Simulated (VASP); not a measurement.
# WSe (F-43m) in VASP: a series of runs

Runs on WSe. Level: PBE. Tasks: relaxation of cell and atoms, single point.

Everything below comes from runs of VASP 6.6.1. Logs are shortened: lines on timing, memory, paths and dates and some standing lists are left out, and cuts for length are marked.

## 1. The cell of the first run

It takes space group F-43m (No. 216, cubic). Conventional cell: a = 5.678 Å, b = 5.678 Å, c = 5.678 Å, α = 90.00°, β = 90.00°, γ = 90.00°. W (site symmetry -43m) has 4 Se at 2.46 Å within 3.2 Å. Within 3.2 Å of Se (site symmetry -43m) lie 4 W at 2.46 Å.

## 2. Relaxation of cell and atoms, PBE

INCAR

```
SYSTEM = WSe
PREC = Accurate
ENCUT = 600
EDIFF = 1E-6
ISMEAR = 0
SIGMA = 0.1
LREAL = .FALSE.
LASPH = .TRUE.
NELM = 80
ALGO = Normal
ISIF = 3
LWAVE = .FALSE.
LCHARG = .FALSE.
GGA = PE
IBRION = 2
NSW = 80
EDIFFG = -0.01
```

KPOINTS

```
regular mesh
0
G
  12 12 12
  0 0 0
```

POSCAR

```
WSe
1.0
    0.0000000000      2.8388664208      2.8388664208
    2.8388664208      0.0000000000      2.8388664208
    2.8388664208      2.8388664208      0.0000000000
W Se
1 1
Direct
    0.0000000000      0.0000000000      0.0000000000
    0.2500000000      0.2500000000      0.2500000000
```

Potentials or basis: VASP PAW PBE potentials, release 64 (W_sv, Se).

Started as:

```
cat potpaw_PBE.64/W_sv/POTCAR potpaw_PBE.64/Se/POTCAR > POTCAR
mpirun -np 1 vasp_std > vasp.out
```

OUTCAR:

```text
SYSTEM = WSe
   PREC = Accurate
   ENCUT = 600
   EDIFF = 1E-6
   ISMEAR = 0
   LREAL = .FALSE.
   LASPH = .TRUE.
   NELM = 80
   ISIF = 3
   GGA = PE
   IBRION = 2
   NSW = 80
   EDIFFG = -0.01

 ion  position               nearest neighbor table
   1  0.000  0.000  0.000-   2 2.46   2 2.46   2 2.46   2 2.46
   2  0.250  0.250  0.250-   1 2.46   1 2.46   1 2.46   1 2.46

  LATTYP: Found a face centered cubic cell.
 ALAT       =     5.6777328416

  Lattice vectors:

 A1 = (   0.0000000000,   2.8388664208,   2.8388664208)
 A2 = (   2.8388664208,   0.0000000000,   2.8388664208)
 A3 = (   2.8388664208,   2.8388664208,   0.0000000000)

Analysis of symmetry for initial positions (statically):
=====================================================================
 Subroutine PRICEL returns:
 Original cell was already a primitive cell.

 Routine SETGRP: Setting up the symmetry group for a
 face centered cubic supercell.

 Subroutine GETGRP returns: Found 24 space group operations
 (whereof 24 operations were pure point group operations)
 out of a pool of 48 trial point group operations.

The static configuration has the point symmetry T_d .

Analysis of symmetry for dynamics (positions and initial velocities):
=====================================================================
 Subroutine PRICEL returns:
 Original cell was already a primitive cell.

 Routine SETGRP: Setting up the symmetry group for a
 face centered cubic supercell.

 Subroutine GETGRP returns: Found 24 space group operations
 (whereof 24 operations were pure point group operations)
 out of a pool of 48 trial point group operations.

The dynamic configuration has the point symmetry T_d .

 Subroutine INISYM returns: Found 24 space group operations
 (whereof 24 operations are pure point group operations),
 and found     1 'primitive' translations

----------------------------------------------------------------------------------------

                                     Primitive cell

  volume of cell :      45.7578

  direct lattice vectors                    reciprocal lattice vectors
     0.000000000  2.838866421  2.838866421    -0.176126639  0.176126639  0.176126639
     2.838866421  0.000000000  2.838866421     0.176126639 -0.176126639  0.176126639
     2.838866421  2.838866421  0.000000000     0.176126639  0.176126639 -0.176126639

  length of vectors
     4.014763394  4.014763394  4.014763394     0.305060287  0.305060287  0.305060287

  position of ions in fractional coordinates (direct lattice)
     0.000000000  0.000000000  0.000000000
     0.250000000  0.250000000  0.250000000

  ion indices of the primitive-cell ions
   primitive index   ion index
                 1           1
                 2           2

----------------------------------------------------------------------------------------

 KPOINTS: regular mesh

Automatic generation of k-mesh.
 Grid dimensions read from file:
 generate k-points for:   12   12   12

 Generating k-lattice:

  Cartesian coordinates                     Fractional coordinates (reciprocal lattice)
    -0.014677220  0.014677220  0.014677220     0.083333333  0.000000000  0.000000000
     0.014677220 -0.014677220  0.014677220     0.000000000  0.083333333  0.000000000
     0.014677220  0.014677220 -0.014677220     0.000000000  0.000000000  0.083333333

  Length of vectors
     0.025421691  0.025421691  0.025421691

  Shift w.r.t. Gamma in fractional coordinates (k-lattice)
     0.000000000  0.000000000  0.000000000

 Subroutine IBZKPT returns following result:
 ===========================================

 Found     72 irreducible k-points:

 Following reciprocal coordinates:
            Coordinates               Weight
  0.000000  0.000000  0.000000      1.000000
  0.083333  0.000000  0.000000      8.000000
  0.166667  0.000000  0.000000      8.000000
  0.250000  0.000000  0.000000      8.000000
  0.333333  0.000000  0.000000      8.000000
  0.416667  0.000000  0.000000      8.000000
[... 16 lines left out ...]
  0.500000  0.166667  0.000000     24.000000
 -0.416667  0.166667  0.000000     24.000000
 [... further k-points ...]
   k-points           NKPTS =     72   k-points in BZ     NKDIM =     72   number of bands    NBANDS=     14
   number of dos      NEDOS =    301   number of ions     NIONS =      2
   total plane-waves  NPLWV =  32768
   dimension x,y,z NGX =    32 NGY =   32 NGZ =   32
   dimension x,y,z NGXF=    64 NGYF=   64 NGZF=   64
   ions per type =               1   1
   NGX,Y,Z   is equivalent  to a cutoff of  13.25, 13.25, 13.25 a.u.
   NGXF,Y,Z  is equivalent  to a cutoff of  26.50, 26.50, 26.50 a.u.
 SYSTEM =  WSe
   PREC   = accura    normal or accurate (medium, high low for compatibility)
   ISTART =      0    job   : 0-new  1-cont  2-samecut
   ICHARG =      2    charge: 1-file 2-atom 10-const
   ISPIN  =      1    spin polarized calculation?
   LNONCOLLINEAR =      F non collinear calculations
   LSORBIT =      F    spin-orbit coupling
   LASPH  =      T    aspherical Exc in radial PAW
   ENCUT  =  600.0 eV  44.10 Ry    6.64 a.u.   8.02  8.02  8.02*2*pi/ulx,y,z
   NELM   =     80;   NELMIN=  2; NELMDL= -5     # of ELM steps
   EDIFF  = 0.1E-05   stopping-criterion for ELM
   LREAL  =      F    real-space projection
   EDIFFG = -.1E-01   stopping-criterion for IOM
   NSW    =     80    number of steps for IOM
   IBRION =      2    ionic relax: 0-MD 1-quasi-New 2-CG
   NFREE  =      1    steps in history (QN), initial steepest desc. (CG)
   ISIF   =      3    stress and relaxation
   ISYM   =      2    0-nonsym 1-usesym 2-fastsym
   POTIM  = 0.5000    time-step for ionic-motion
   TEBEG  =    0.0;   TEEND  =   0.0 temperature during run
   PSTRESS=    0.0 pullay stress
   NELECT =      20.0000    total number of electrons
   NUPDOWN=      -1.0000    fix difference up-down
   EMIN   =  10.00;   EMAX   =-10.00  energy-range for DOS
   EFERMI =   0.00;   METHOD = LEGACY
   ISMEAR =     0;   SIGMA  =   0.10  broadening in eV -4-tet -1-fermi 0-gaus
   EFERMI_NEDOS =   21; number of points for ismear=-14 and -15
   IALGO  =     38    algorithm
   IMIX   =      4    mixing-type and parameters
     AMIX     =   0.40;   BMIX     =  1.00
     AMIX_MAG =   1.60;   BMIX_MAG =  1.00
  volume/ion in A,a.u.               =      22.88       154.39
  Fermi-wavevector in a.u.,A,eV,Ry     =   1.242405  2.347805 21.001549  1.543570
  Thomas-Fermi vector in A             =   2.376761
   LORBIT       =      0    0 simple, 1 ext, 2 COOP (PROOUT), +10 PAW based schemes
   GGA     = PE    functional components
   LHFCALC =     F    Hartree Fock is set to
   AEXX    =    0.0000 exact exchange contribution
   IVDW    =     0    specifies the selected vdW correction
   LEPSILON=     F    determine dielectric tensor
   LRPA    =     F    only Hartree local field effects (RPA)
 conjugate gradient relaxation of ions
 non-spin polarized calculation
 Gauss-broadening in eV      SIGMA  =   0.10
  energy-cutoff  :      600.00
  volume of cell :       45.76
 maximum number of plane-waves:      1546
   NGX = 17   NGY = 17   NGZ = 17

--------------------------------------- Ionic step        1  -------------------------------------------

 number of electron      20.0000000 magnetization

 Free energy of the ion-electron system (eV)
  ---------------------------------------------------
  ext. energy  EPLUGINS =         0.00000000
  ---------------------------------------------------
  free energy    TOTEN  =       -14.40853659 eV

  energy without entropy =      -14.39451468  energy(sigma->0) =      -14.40152563

------------------------ aborting loop because EDIFF is reached ----------------------------------------

  FORCE on cell =-STRESS in cart. coord.  units (eV):
  Direction    XX          YY          ZZ          XY          YZ          ZX
  --------------------------------------------------------------------------------------
  -------------------------------------------------------------------------------------
  Total       -0.4486306     -0.4486306     -0.4486306      0.0000000      0.0000000      0.0000000
  in kB      -15.7084977    -15.7084977    -15.7084977      0.0000000      0.0000000      0.0000000
  external PRESSURE =     -15.7084977 kB  Pullay stress =       0.0000000 kB
[... 57 lines left out ...]
  energy  without entropy=      -14.3914517843  energy(sigma->0) =      -14.39801675

--------------------------------------- Ionic step        3  -------------------------------------------

 number of electron      20.0000000 magnetization

 Free energy of the ion-electron system (eV)
  ---------------------------------------------------
  ext. energy  EPLUGINS =         0.00000000
  ---------------------------------------------------
  free energy    TOTEN  =       -14.41146312 eV

  energy without entropy =      -14.39779979  energy(sigma->0) =      -14.40463146

 E-fermi :   6.1435     XC(G=0): -10.4918

 val. band max:        6.1412953968   @ k =   0.4167   0.1667   0.0000
 cond. band min:       6.1445998426   @ k =  -0.4167   0.1667   0.0833
 fundamental gap:      0.0033044458
 Fermi energy:         6.1434583296

 k-point     1 :       0.0000    0.0000    0.0000
  band No.  band energies     occupation
      1     -67.8485      2.00000
      2     -32.1258      2.00000
      3     -32.1258      2.00000
      4     -32.1258      2.00000
      5      -9.1946      2.00000
      6       0.8831      2.00000
      7       0.8831      2.00000
      8       0.8831      2.00000
      9       5.6389      2.00000
     10       5.6389      2.00000
     11       6.5918      0.00000
     12      10.7902      0.00000
     13      10.7902      0.00000
     14      10.7902      0.00000
[... 375 lines left out ...]
 k-point    24 :      -0.4167    0.1667    0.0000
  band No.  band energies     occupation
      1     -67.8474      2.00000
      2     -32.1691      2.00000
      3     -32.1404      2.00000
      4     -32.1344      2.00000
      5      -8.3311      2.00000
      6       0.0022      2.00000
      7       0.9802      2.00000
      8       1.4096      2.00000
      9       5.3168      2.00000
     10       5.7830      2.00000
     11       6.2226      0.26276
     12       8.2392      0.00000
     13       8.6537      0.00000
     14      10.2854      0.00000

 [... further k-points ...]

------------------------ aborting loop because EDIFF is reached ----------------------------------------

  FORCE on cell =-STRESS in cart. coord.  units (eV):
  Direction    XX          YY          ZZ          XY          YZ          ZX
  --------------------------------------------------------------------------------------
  -------------------------------------------------------------------------------------
  Total       -0.0037696     -0.0037696     -0.0037696     -0.0000000      0.0000000      0.0000000
  in kB       -0.1337097     -0.1337097     -0.1337097     -0.0000000      0.0000000      0.0000000
  external PRESSURE =      -0.1337097 kB  Pullay stress =       0.0000000 kB
[... 17 lines left out ...]
  FREE ENERGIE OF THE ION-ELECTRON SYSTEM (eV)
  ---------------------------------------------------
  free  energy   TOTEN  =       -14.4114631225 eV

  energy  without entropy=      -14.3977997879  energy(sigma->0) =      -14.40463146

 reached required accuracy - stopping structural energy minimisation
```

Run time: 31 s. Hardware: 1 thread of Intel Xeon 6975P-C (Granite Rapids), shared host; peak memory 0.22 GiB.

Results:

- Free energy: -14.4115 eV
- Relaxed volume: 22.58 Å³/atom
- Relaxed cell: a = 3.997 Å, b = 3.997 Å, c = 3.997 Å, α = 60.00°, β = 60.00°, γ = 60.00°
- Space group after relaxing (to 0.1 Å): F-43m (No. 216)
- Energy gained by relaxing: 1.5 meV/atom
- Ionic steps: 3
- Pressure after relaxing: 0.0 GPa
- Band gap on the k mesh: zero (bands 10 and 11 overlap by 0.42 eV)

Step by step:
```csv
step,energy change (eV),largest force (eV/Å),pressure (GPa),volume (Å³)
1,0.0000,0.0000,-1.57,45.76
2,0.0040,0.0000,2.57,44.29
3,-0.0029,0.0000,-0.01,45.17
```

Final structure:
```
W Se
1.0
     0.00000    2.82663    2.82663
     2.82663    0.00000    2.82663
     2.82663    2.82663    0.00000
W Se
1 1
Direct
  0.00000 0.00000 0.00000
  0.25000 0.25000 0.25000
```

Levels at points of the mesh, in eV from the Fermi level:
| k point | band 7 | band 8 | band 9 | band 10 | band 11 | band 12 | band 13 | band 14 |
| --- | --- | --- | --- | --- | --- | --- | --- | --- |
| (0.00, 0.00, 0.00) | -5.26 | -5.26 | -0.50 | -0.50 | 0.45 | 4.65 | 4.65 | 4.65 |
| (0.50, 0.00, 0.00) | -4.87 | -4.87 | -0.19 | -0.11 | -0.11 | 2.33 | 2.33 | 3.11 |
| (0.50, 0.50, 0.00) | -4.20 | -4.20 | -1.71 | -0.48 | 0.45 | 0.89 | 0.89 | 6.45 |

Caveat: spin-orbit coupling is left out, which moves the levels of the heavy elements.

## 3. Single point, PBE, collinear spin

INCAR

```
SYSTEM = WSe
PREC = Accurate
ENCUT = 520
EDIFF = 1E-7
ISMEAR = 0
SIGMA = 0.1
LREAL = .False.
LASPH = .True.
NELM = 150
ALGO = Normal
ISIF = 2
LWAVE = .False.
LCHARG = .False.
ISPIN = 2
MAGMOM = 0.92 0
LORBIT = 11
LMAXMIX = 4
GGA = PE
NBANDS = 21
```

KPOINTS

```
regular mesh
0
Gamma
  12 12 12
  0 0 0
```

POSCAR is that of step 2.

Potentials or basis: VASP PAW PBE potentials, release 64 (W_sv, Se).

Started as:

```
cat potpaw_PBE.64/W_sv/POTCAR potpaw_PBE.64/Se/POTCAR > POTCAR
mpirun -np 1 vasp_std > vasp.out
```

Wall time 65 s (1 thread of Intel Xeon 6975P-C (Granite Rapids), shared host); peak memory 0.25 GiB.

The run converged. Its results:

```yaml
Free_energy: -14.4333 eV
Pressure: 0.2 GPa
Net_moment: 1.28 μB per cell
Site_moments: W +1.03; Se -0.01 μB
Valence_electrons_inside_the_program's_atomic_spheres: W 12.00; Se 3.99
```

Levels at points of the mesh, in eV from the Fermi level:
Spin up:
```
           k point  band 8  band 9  band 10  band 11  band 12  band 13  band 14  band 15
(0.00, 0.00, 0.00)   -5.33   -0.98    -0.98     0.26     4.43     4.43     4.43     6.92
(0.50, 0.00, 0.00)   -4.97   -0.58    -0.58    -0.43     2.11     2.11     2.91     8.06
(0.50, 0.50, 0.00)   -4.27   -1.86    -0.90    -0.10     0.63     0.63     6.15     6.97
```
Spin down:
```csv
k point,band 6,band 7,band 8,band 9,band 10,band 11,band 12,band 13
"(0.00, 0.00, 0.00)",-5.10,-5.10,-5.10,0.05,0.05,0.56,4.72,4.72
"(0.50, 0.00, 0.00)",-6.17,-4.71,-4.71,0.06,0.40,0.40,2.48,2.48
"(0.50, 0.50, 0.00)",-6.58,-4.11,-4.11,-1.49,-0.02,1.06,1.12,1.12
```

Caveat: spin-orbit coupling is left out, which moves the levels of the heavy elements.

## 4. Single point, PBE, collinear spin

INCAR

```
SYSTEM = WSe
PREC = Accurate ; ENCUT = 520
EDIFF = 1E-6 ; ISMEAR = 0
SIGMA = 0.1 ; LREAL = .FALSE.
LASPH = .TRUE. ; NELM = 150
ALGO = Normal ; ISIF = 2
LWAVE = .FALSE. ; LCHARG = .FALSE.
ISPIN = 2 ; MAGMOM = 1 0
LORBIT = 11 ; LMAXMIX = 4
GGA = PE ; NBANDS = 21
```

KPOINTS

```
regular mesh
0
G
  12 12 12
  0 0 0
```

POSCAR is that of step 3.

Started as:

```
cat potpaw_PBE.64/W_sv/POTCAR potpaw_PBE.64/Se/POTCAR > POTCAR
mpirun -np 1 vasp_std > vasp.out
```

It took 62 s on 1 thread of Intel Xeon 6975P-C (Granite Rapids), shared host; peak memory 0.26 GiB.

Results (log left out):

```
Free energy                                           : -14.4333 eV
Pressure                                              : 0.2 GPa
Net moment                                            : 1.28 μB per cell
Site moments                                          : W +1.02; Se -0.01 μB
Valence electrons inside the program's atomic spheres : W 12.00; Se 3.99
```

Levels at points of the mesh, in eV from the Fermi level:
Spin up:
| k point | band 9 | band 10 | band 11 | band 12 | band 13 | band 14 |
| --- | --- | --- | --- | --- | --- | --- |
| (0.00, 0.00, 0.00) | -0.98 | -0.98 | 0.26 | 4.43 | 4.43 | 4.43 |
| (0.50, 0.00, 0.00) | -0.58 | -0.58 | -0.43 | 2.11 | 2.11 | 2.91 |
| (0.50, 0.50, 0.00) | -1.86 | -0.90 | -0.10 | 0.63 | 0.63 | 6.15 |
Spin down:
```csv
k point,band 5,band 6,band 7,band 8,band 9,band 10,band 11,band 12,band 13,band 14
"(0.00, 0.00, 0.00)",-15.24,-5.10,-5.10,-5.10,0.05,0.05,0.56,4.72,4.72,4.72
"(0.50, 0.00, 0.00)",-14.50,-6.17,-4.71,-4.71,0.06,0.40,0.40,2.48,2.48,3.25
"(0.50, 0.50, 0.00)",-14.25,-6.58,-4.11,-4.11,-1.49,-0.02,1.06,1.12,1.12,6.53
```

Caveat: spin-orbit coupling is left out, which moves the levels of the heavy elements.

## 5. Single point, PBE, collinear spin

INCAR

```
SYSTEM = WSe
PREC = Accurate
ENCUT = 520
EDIFF = 1E-7
ISMEAR = 0
SIGMA = 0.1
LREAL = .False.
LASPH = .True.
NELM = 150
ALGO = Normal
ISIF = 2
LWAVE = .False.
LCHARG = .True.
ISPIN = 2
MAGMOM = 2.5 0
LORBIT = 11
LMAXMIX = 4
GGA = PE
LELF = .True.
LVHAR = .True.
NBANDS = 21
```

KPOINTS

```
Automatic mesh
0
Gamma
  12 12 12
  0 0 0
```

POSCAR is that of step 4.

Started as:

```
cat potpaw_PBE.64/W_sv/POTCAR potpaw_PBE.64/Se/POTCAR > POTCAR
mpirun -np 1 vasp_std > vasp.out
```

Run time: 60 s. Hardware: 1 thread of Intel Xeon 6975P-C (Granite Rapids), shared host; peak memory 0.26 GiB.

Results (log left out):

- Free energy: -14.4333 eV
- Pressure: 0.2 GPa
- Net moment: 1.28 μB per cell
- Site moments: W +1.03; Se -0.01 μB
- Valence electrons inside the program's atomic spheres: W 12.00; Se 3.99

Levels at points of the mesh, in eV from the Fermi level:
Spin up:
```
           k point  band 9  band 10  band 11  band 12  band 13  band 14
(0.00, 0.00, 0.00)   -0.98    -0.98     0.26     4.43     4.43     4.43
(0.50, 0.00, 0.00)   -0.58    -0.58    -0.43     2.11     2.11     2.91
(0.50, 0.50, 0.00)   -1.86    -0.90    -0.10     0.63     0.63     6.15
```
Spin down:
```tsv
k point	band 7	band 8	band 9	band 10	band 11	band 12
(0.00, 0.00, 0.00)	-5.10	-5.10	0.05	0.05	0.56	4.72
(0.50, 0.00, 0.00)	-4.71	-4.71	0.06	0.40	0.40	2.48
(0.50, 0.50, 0.00)	-4.11	-4.11	-1.49	-0.02	1.06	1.12
```

Caveat: spin-orbit coupling is left out, which moves the levels of the heavy elements.

[end of part 1 of 2]
